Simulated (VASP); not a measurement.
The system is B.

```xyz
6
Lattice="4.3439 0.0000 0.0000 -2.1719 3.7619 0.0000 0.0000 0.0000 2.5618" Properties=species:S:1:pos:R:3 pbc="T T T"
B     1.3524    2.3423    0.4270
B     1.6392    0.0000    1.2809
B    -0.8196    1.4195    2.1348
B    -1.3524    2.3423    0.8539
B     0.8196    1.4195    1.7078
B     2.7047    0.0000    0.0000
```

The cell was built from a structure type or drawn by symmetry, and may not be a known phase.

| Item | Value |
| --- | --- |
| Program | VASP 6.6.1 |
| Task | relaxation of cell and atoms |
| Functional | PBE |
| Potentials or basis | VASP PAW PBE potentials, release 64 (B) |
| Cutoff | 600 eV |
| k mesh | 6 × 6 × 6 |
| Occupations | gaussian, width 0.1 eV |
| Spin | no spin polarisation |

At the start: pressure 36.7 GPa; volume 6.98 Å³/atom.

**Question.** How do energy, volume and symmetry change on relaxing?

**Answer.** Over 35 steps the energy falls by 654.9 meV/atom and the volume is 6.94 Å³/atom (-0.5 %); space group P6_122 (No. 178, to 0.1 Å) before and after.

The path:
| step | energy change (eV) | largest force (eV/Å) | pressure (GPa) | volume (Å³) |
| --- | --- | --- | --- | --- |
| 1 | 0.0000 | 1.7561 | 36.74 | 41.86 |
| 2 | -0.8641 | 0.0004 | -10.73 | 52.32 |
| 3 | -0.9905 | 0.1994 | -1.35 | 49.01 |
| 4 | -0.9903 | 0.2180 | -0.84 | 48.86 |
| 5 | -1.0167 | 0.1341 | 0.01 | 48.56 |
| 6 | -1.0775 | 0.1089 | 3.07 | 47.62 |
| 7 | -1.3829 | 0.6689 | 9.63 | 45.66 |
| 8 | -1.4816 | 3.9344 | 32.06 | 41.29 |
| 9 | -1.7411 | 1.7521 | 15.27 | 44.12 |
| 10 | -1.7902 | 2.6548 | 20.88 | 42.98 |
| 11 | -1.7926 | 2.2198 | 17.98 | 43.54 |
| 12 | -1.7934 | 2.2275 | 18.01 | 43.53 |
| 13 | -1.7958 | 2.2497 | 18.10 | 43.51 |
| 14 | -1.8002 | 2.2938 | 18.29 | 43.47 |
| 15 | -1.8074 | 2.3818 | 18.68 | 43.38 |
| 16 | -1.8150 | 2.5569 | 19.51 | 43.21 |
| 17 | -1.8244 | 2.5490 | 19.37 | 43.22 |
| 18 | -1.8526 | 2.5253 | 18.98 | 43.24 |
| 19 | -1.9078 | 2.4781 | 18.19 | 43.29 |
| 20 | -2.0147 | 2.3855 | 16.67 | 43.37 |
| 21 | -2.2145 | 2.2089 | 13.73 | 43.54 |
| 22 | -2.5600 | 1.9194 | 8.07 | 43.87 |
| 23 | -3.1235 | 1.4515 | -1.83 | 44.45 |
| 24 | -3.6309 | 0.8018 | -14.37 | 45.34 |
| 25 | -3.6283 | 0.8375 | -13.97 | 45.30 |
| 26 | -3.7146 | 0.7456 | -12.08 | 44.67 |
| 27 | -3.8848 | 0.3996 | -5.24 | 42.80 |
| 28 | -3.7392 | 0.6867 | 15.16 | 39.21 |
| 29 | -3.9174 | 0.2200 | -1.06 | 41.85 |
| 30 | -3.9202 | 0.1286 | 0.77 | 41.48 |
| 31 | -3.9202 | 0.1483 | 0.40 | 41.55 |
| 32 | -3.9237 | 0.1004 | 0.15 | 41.61 |
| 33 | -3.9280 | 0.0549 | -0.46 | 41.76 |
| 34 | -3.9289 | 0.0450 | -0.11 | 41.71 |
| 35 | -3.9295 | 0.0294 | 0.43 | 41.64 |

Final structure:
```xyz
6
Lattice="5.0421 0.0000 0.0000 -2.5211 4.3666 0.0000 0.0000 0.0000 1.8915" Properties=species:S:1:pos:R:3 pbc="T T T"
B     1.6553    2.8670    0.3152
B     1.7316    0.0000    0.9457
B     4.1763    1.4996    1.5762
B    -1.6553    2.8670    0.6305
B     0.8658    1.4996    1.2610
B     3.3105    0.0000    0.0000
```

Caveat: the k points lie up to 0.55 Å⁻¹ apart in the final cell, too coarse for converged energies and pressures of a metal; a cell axis changed by over 15 % at a fixed basis, so the end point is rough.
